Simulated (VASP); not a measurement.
# Si (P6_3/mmc) in VASP: further runs

The runs below take Si through single point, relaxation of cell and atoms, with PBEsol.

Everything below comes from runs of VASP 6.6.1. Logs are shortened: lines on timing, memory, paths and dates and some standing lists are left out, and cuts for length are marked.

## Step 1: The cell of the first run

Symmetry: P6_3/mmc, No. 194, hexagonal system. Conventional cell: a = 3.825 Å, b = 3.825 Å, c = 6.324 Å, α = 90.00°, β = 90.00°, γ = 120.00°. Si (site symmetry 3m) has 4 Si at 2.35 to 2.37 Å within 3.1 Å.

## Step 2: Single point, PBEsol

Contents of INCAR:

```
SYSTEM = Si
PREC     = Accurate       ! precision mode
ENCUT    = 500            ! plane-wave cutoff, eV
EDIFF    = 1E-6           ! SCF threshold, eV
ISMEAR   = 0              ! smearing method
SIGMA    = 0.02           ! smearing width, eV
LREAL    = .False.        ! projectors in reciprocal space
LASPH    = .True.         ! aspherical terms in the spheres
NELM     = 120            ! most SCF steps
ALGO     = Normal         ! electronic algorithm
ISIF     = 2              ! what is computed and relaxed
LWAVE    = .False.        ! write WAVECAR
LCHARG   = .True.         ! write CHGCAR
GGA      = PS             ! functional
LELF     = .True.         ! ELF
LVHAR    = .True.       
NBANDS   = 16             ! bands
GGA_COMPAT= .False.
```

Contents of KPOINTS:

```
Automatic mesh
0
Gamma
  12 12 6
  0 0 0
```

Contents of POSCAR:

```
Si
1.0
    3.8247202733      0.0000000000      0.0000000000
   -1.9123601366      3.3123049190      0.0000000000
    0.0000000000      0.0000000000      6.3240164103
Si
4
Direct
    0.3333333333      0.6666666667      0.0629989939
    0.6666666667      0.3333333333      0.5629989939
    0.3333333333      0.6666666667      0.4370010061
    0.6666666667      0.3333333333      0.9370010061
```

Potentials or basis: VASP PAW PBE potentials, release 64 (Si).

Launch:

```console
$ cat potpaw_PBE.64/Si/POTCAR > POTCAR
$ mpirun -np 1 vasp_std > vasp.out
```

OUTCAR:

```text
SYSTEM = Si
   PREC = Accurate
   ENCUT = 500
   EDIFF = 1E-6
   ISMEAR = 0
   LREAL = .False.
   LASPH = .True.
   NELM = 120
   ISIF = 2
   GGA = PS

 ion  position               nearest neighbor table
   1  0.333  0.667  0.063-   4 2.35   4 2.35   4 2.35   3 2.37
   2  0.667  0.333  0.563-   3 2.35   3 2.35   3 2.35   4 2.37
   3  0.333  0.667  0.437-   2 2.35   2 2.35   2 2.35   1 2.37
   4  0.667  0.333  0.937-   1 2.35   1 2.35   1 2.35   2 2.37

  LATTYP: Found a hexagonal cell.
 ALAT       =     3.8247202733
 C/A-ratio  =     1.6534585430

  Lattice vectors:

 A1 = (   3.8247202733,   0.0000000000,   0.0000000000)
 A2 = (  -1.9123601366,   3.3123049190,   0.0000000000)
 A3 = (   0.0000000000,   0.0000000000,   6.3240164103)

Analysis of symmetry for initial positions (statically):
=====================================================================
 Subroutine PRICEL returns:
 Original cell was already a primitive cell.

 Routine SETGRP: Setting up the symmetry group for a
 hexagonal supercell.

 Subroutine GETGRP returns: Found 24 space group operations
 (whereof 12 operations were pure point group operations)
 out of a pool of 24 trial point group operations.

The static configuration has the point symmetry D_3d.
 The point group associated with its full space group is D_6h.

Analysis of symmetry for dynamics (positions and initial velocities):
=====================================================================
 Subroutine PRICEL returns:
 Original cell was already a primitive cell.

 Routine SETGRP: Setting up the symmetry group for a
 hexagonal supercell.

 Subroutine GETGRP returns: Found 24 space group operations
 (whereof 12 operations were pure point group operations)
 out of a pool of 24 trial point group operations.

The dynamic configuration has the point symmetry D_3d.
 The point group associated with its full space group is D_6h.

 Subroutine INISYM returns: Found 24 space group operations
 (whereof 12 operations are pure point group operations),
 and found     1 'primitive' translations

----------------------------------------------------------------------------------------

                                     Primitive cell

  volume of cell :      80.1167

  direct lattice vectors                    reciprocal lattice vectors
     3.824720273  0.000000000  0.000000000     0.261457029  0.150952286  0.000000000
    -1.912360137  3.312304919  0.000000000     0.000000000  0.301904572  0.000000000
     0.000000000  0.000000000  6.324016410     0.000000000  0.000000000  0.158127357

  length of vectors
     3.824720273  3.824720273  6.324016410     0.301904572  0.301904572  0.158127357

  position of ions in fractional coordinates (direct lattice)
     0.333333333  0.666666667  0.062998994
     0.666666667  0.333333333  0.562998994
     0.333333333  0.666666667  0.437001006
     0.666666667  0.333333333  0.937001006

  ion indices of the primitive-cell ions
   primitive index   ion index
                 1           1
                 2           2
                 3           3
                 4           4

----------------------------------------------------------------------------------------

 KPOINTS: Automatic mesh

Automatic generation of k-mesh.
 Grid dimensions read from file:
 generate k-points for:   12   12    6

 Generating k-lattice:

  Cartesian coordinates                     Fractional coordinates (reciprocal lattice)
     0.021788086  0.012579357  0.000000000     0.083333333 -0.000000000  0.000000000
     0.000000000  0.025158714  0.000000000     0.000000000  0.083333333  0.000000000
     0.000000000  0.000000000  0.026354559     0.000000000  0.000000000  0.166666667

  Length of vectors
     0.025158714  0.025158714  0.026354559

  Shift w.r.t. Gamma in fractional coordinates (k-lattice)
     0.000000000  0.000000000  0.000000000

 Subroutine IBZKPT returns following result:
 ===========================================

 Found     76 irreducible k-points:

 Following reciprocal coordinates:
            Coordinates               Weight
  0.000000  0.000000  0.000000      1.000000
  0.083333  0.000000  0.000000      6.000000
  0.166667  0.000000  0.000000      6.000000
  0.250000 -0.000000  0.000000      6.000000
  0.333333  0.000000  0.000000      6.000000
  0.416667 -0.000000  0.000000      6.000000
[... 16 lines left out ...]
  0.250000 -0.000000  0.166667     12.000000
  0.333333  0.000000  0.166667     12.000000
 [... further k-points ...]
   k-points           NKPTS =     76   k-points in BZ     NKDIM =     76   number of bands    NBANDS=     16
   number of dos      NEDOS =    301   number of ions     NIONS =      4
   total plane-waves  NPLWV =  37632
   dimension x,y,z NGX =    28 NGY =   28 NGZ =   48
   dimension x,y,z NGXF=    56 NGYF=   56 NGZF=   96
   ions per type =               4
   NGX,Y,Z   is equivalent  to a cutoff of  12.17, 12.17, 12.62 a.u.
   NGXF,Y,Z  is equivalent  to a cutoff of  24.34, 24.34, 25.24 a.u.
 SYSTEM =  Si
   PREC   = accura    normal or accurate (medium, high low for compatibility)
   ISTART =      0    job   : 0-new  1-cont  2-samecut
   ICHARG =      2    charge: 1-file 2-atom 10-const
   ISPIN  =      1    spin polarized calculation?
   LNONCOLLINEAR =      F non collinear calculations
   LSORBIT =      F    spin-orbit coupling
   LASPH  =      T    aspherical Exc in radial PAW
   ENCUT  =  500.0 eV  36.75 Ry    6.06 a.u.   6.97  6.97 11.53*2*pi/ulx,y,z
   NELM   =    120;   NELMIN=  2; NELMDL= -5     # of ELM steps
   EDIFF  = 0.1E-05   stopping-criterion for ELM
   LREAL  =      F    real-space projection
   EDIFFG = 0.1E-04   stopping-criterion for IOM
   NSW    =      0    number of steps for IOM
   IBRION =     -1    ionic relax: 0-MD 1-quasi-New 2-CG
   NFREE  =      0    steps in history (QN), initial steepest desc. (CG)
   ISIF   =      2    stress and relaxation
   ISYM   =      2    0-nonsym 1-usesym 2-fastsym
   POTIM  = 0.5000    time-step for ionic-motion
   TEBEG  =    0.0;   TEEND  =   0.0 temperature during run
   PSTRESS=    0.0 pullay stress
   NELECT =      16.0000    total number of electrons
   NUPDOWN=      -1.0000    fix difference up-down
   EMIN   =  10.00;   EMAX   =-10.00  energy-range for DOS
   EFERMI =   0.00;   METHOD = LEGACY
   ISMEAR =     0;   SIGMA  =   0.02  broadening in eV -4-tet -1-fermi 0-gaus
   EFERMI_NEDOS =   21; number of points for ismear=-14 and -15
   IALGO  =     38    algorithm
   IMIX   =      4    mixing-type and parameters
     AMIX     =   0.40;   BMIX     =  1.00
     AMIX_MAG =   1.60;   BMIX_MAG =  1.00
  volume/ion in A,a.u.               =      20.03       135.16
  Fermi-wavevector in a.u.,A,eV,Ry     =   0.956916  1.808309 12.458696  0.915688
  Thomas-Fermi vector in A             =   2.085887
   LORBIT       =      0    0 simple, 1 ext, 2 COOP (PROOUT), +10 PAW based schemes
   GGA     = PS    functional components
   LHFCALC =     F    Hartree Fock is set to
   AEXX    =    0.0000 exact exchange contribution
   IVDW    =     0    specifies the selected vdW correction
   LEPSILON=     F    determine dielectric tensor
   LRPA    =     F    only Hartree local field effects (RPA)
 non-spin polarized calculation
 Gauss-broadening in eV      SIGMA  =   0.02
  energy-cutoff  :      500.00
  volume of cell :       80.12
 maximum number of plane-waves:      2055
 NGX is ok and might be reduce to    28
   NGX = 13   NGY = 13   NGZ = 23

 number of electron      15.9999999 magnetization

 Free energy of the ion-electron system (eV)
  ---------------------------------------------------
  ext. energy  EPLUGINS =         0.00000000
  ---------------------------------------------------
  free energy    TOTEN  =       -22.94869952 eV

  energy without entropy =      -22.94869952  energy(sigma->0) =      -22.94869952

 E-fermi :   6.1778     XC(G=0):  -9.5473

 val. band max:        6.0457659701   @ k =   0.0000   0.0000   0.0000
 cond. band min:       6.3345890050   @ k =   0.5000  -0.0000   0.0000
 fundamental gap:      0.2888230348
 Fermi energy:         6.1778370603

 k-point     1 :       0.0000    0.0000    0.0000
  band No.  band energies     occupation
      1      -6.2168      2.00000
      2      -3.9062      2.00000
      3      -1.2448      2.00000
      4       4.5107      2.00000
      5       4.5107      2.00000
      6       5.6859      2.00000
[... 8 lines left out ...]
     15      10.1745      0.00000
     16      11.9030      0.00000

 k-point     2 :       0.0833    0.0000    0.0000
  band No.  band energies     occupation
      1      -6.1352      2.00000
      2      -3.8232      2.00000
      3      -1.1990      2.00000
      4       3.8068      2.00000
      5       4.3371      2.00000
      6       5.4204      2.00000
[... 8 lines left out ...]
     15      10.4889      0.00000
     16      11.3723      0.00000

 k-point     3 :       0.1667    0.0000    0.0000
  band No.  band energies     occupation
      1      -5.8927      2.00000
      2      -3.5756      2.00000
      3      -1.0880      2.00000
      4       2.6021      2.00000
      5       3.9538      2.00000
      6       4.1879      2.00000
[... 8 lines left out ...]
     15      11.3155      0.00000
     16      11.6403      0.00000

 k-point     4 :       0.2500   -0.0000    0.0000
  band No.  band energies     occupation
      1      -5.4967      2.00000
      2      -3.1699      2.00000
      3      -1.0352      2.00000
      4       1.5484      2.00000
      5       2.8706      2.00000
      6       3.5517      2.00000
[... 8 lines left out ...]
     15      12.0194      0.00000
     16      12.4717      0.00000

 k-point     5 :       0.3333    0.0000    0.0000
  band No.  band energies     occupation
      1      -4.9670      2.00000
      2      -2.6229      2.00000
      3      -1.3415      2.00000
      4       1.0530      2.00000
      5       1.6289      2.00000
      6       3.2279      2.00000
[... 8 lines left out ...]
     15      12.9427      0.00000
     16      13.0886      0.00000

 k-point     6 :       0.4167   -0.0000    0.0000
  band No.  band energies     occupation
      1      -4.3685      2.00000
      2      -2.0156      2.00000
      3      -1.9947      2.00000
      4       0.5712      2.00000
      5       1.1509      2.00000
      6       3.0230      2.00000
[... 8 lines left out ...]
     15      12.5223      0.00000
     16      13.8650      0.00000
[... 267 lines left out ...]
 k-point    21 :       0.0833    0.0000    0.1667
  band No.  band energies     occupation
      1      -6.0449      2.00000
      2      -4.1544      2.00000
      3      -0.7010      2.00000
      4       3.8857      2.00000
      5       4.4082      2.00000
      6       4.6481      2.00000
[... 8 lines left out ...]
     15      10.3934      0.00000
     16      11.7583      0.00000

 k-point    22 :       0.1667    0.0000    0.1667
  band No.  band energies     occupation
      1      -5.8027      2.00000
      2      -3.9120      2.00000
      3      -0.5999      2.00000
      4       2.6990      2.00000
      5       3.7679      2.00000
      6       4.0266      2.00000
[... 8 lines left out ...]
     15      11.1173      0.00000
     16      11.6653      0.00000

 k-point    23 :       0.2500   -0.0000    0.1667
  band No.  band energies     occupation
      1      -5.4073      2.00000
      2      -3.5180      2.00000
      3      -0.5930      2.00000
      4       1.7008      2.00000
      5       2.5329      2.00000
      6       3.6257      2.00000
[... 8 lines left out ...]
     15      12.0840      0.00000
     16      12.3251      0.00000

 k-point    24 :       0.3333    0.0000    0.1667
  band No.  band energies     occupation
      1      -4.8788      2.00000
      2      -3.0017      2.00000
      3      -1.0036      2.00000
      4       1.2813      2.00000
      5       1.3790      2.00000
      6       3.3026      2.00000
[... 8 lines left out ...]
     15      13.1321      0.00000
     16      13.1650      0.00000

 [... further k-points ...]

------------------------ aborting loop because EDIFF is reached ----------------------------------------

  FORCE on cell =-STRESS in cart. coord.  units (eV):
  Direction    XX          YY          ZZ          XY          YZ          ZX
  --------------------------------------------------------------------------------------
  -------------------------------------------------------------------------------------
  Total        0.0610387      0.0610387      0.0641256      0.0000000      0.0000000      0.0000000
  in kB        1.2206556      1.2206556      1.2823875      0.0000000      0.0000000      0.0000000
  external PRESSURE =       1.2412329 kB  Pullay stress =       0.0000000 kB

 VOLUME and BASIS-vectors are now :
 -----------------------------------------------------------------------------
  energy-cutoff  :      500.00
  volume of cell :       80.12
      direct lattice vectors                 reciprocal lattice vectors
     3.824720273  0.000000000  0.000000000     0.261457029  0.150952286  0.000000000
    -1.912360137  3.312304919  0.000000000     0.000000000  0.301904572  0.000000000
     0.000000000  0.000000000  6.324016410     0.000000000  0.000000000  0.158127357

 POSITION                                       TOTAL-FORCE (eV/Angst)
 -----------------------------------------------------------------------------------
     -0.00000      2.20820      0.39841        -0.000000      0.000000      0.001438
      1.91236      1.10410      3.56041        -0.000000      0.000000      0.001438
     -0.00000      2.20820      2.76360         0.000000     -0.000000     -0.001438
      1.91236      1.10410      5.92561        -0.000000      0.000000     -0.001438
 -----------------------------------------------------------------------------------
    total drift:                               -0.000000      0.000000     -0.000000

  FREE ENERGIE OF THE ION-ELECTRON SYSTEM (eV)
  ---------------------------------------------------
  free  energy   TOTEN  =       -22.9486995242 eV

  energy  without entropy=      -22.9486995242  energy(sigma->0) =      -22.94869952
```

It took 24 s on 1 thread of Intel Xeon 6975P-C (Granite Rapids), shared host; peak memory 0.21 GiB.

Results:

* Free energy: -22.9487 eV
* Pressure: 0.1 GPa
* Band gap on the k mesh: 0.29 eV, indirect (least direct gap 0.97 eV)

Levels at points of the mesh, in eV from the valence-band top:
```tsv
k point	band 4	band 5	band 6	band 7	band 8	band 9	band 10	band 11	band 12	band 13
(0.00, 0.00, 0.00)	-1.54	-1.54	-0.36	0.00	0.00	0.97	1.94	1.94	2.29	3.52
(0.50, 0.00, 0.00)	-6.01	-4.74	-3.09	-3.06	-1.46	0.29	2.27	2.88	3.04	4.39
(0.00, 0.00, 0.50)	-4.28	-0.94	-0.94	-0.94	-0.94	1.75	1.75	2.92	2.92	2.92
(0.50, 0.00, 0.50)	-7.31	-2.49	-2.49	-2.45	-2.45	0.81	0.81	1.55	1.55	5.58
```

Caveat: the PAW data sets were made with another functional, which shifts forces and pressure a little. A k mesh can miss the band edges.

[end of part 1 of 2]
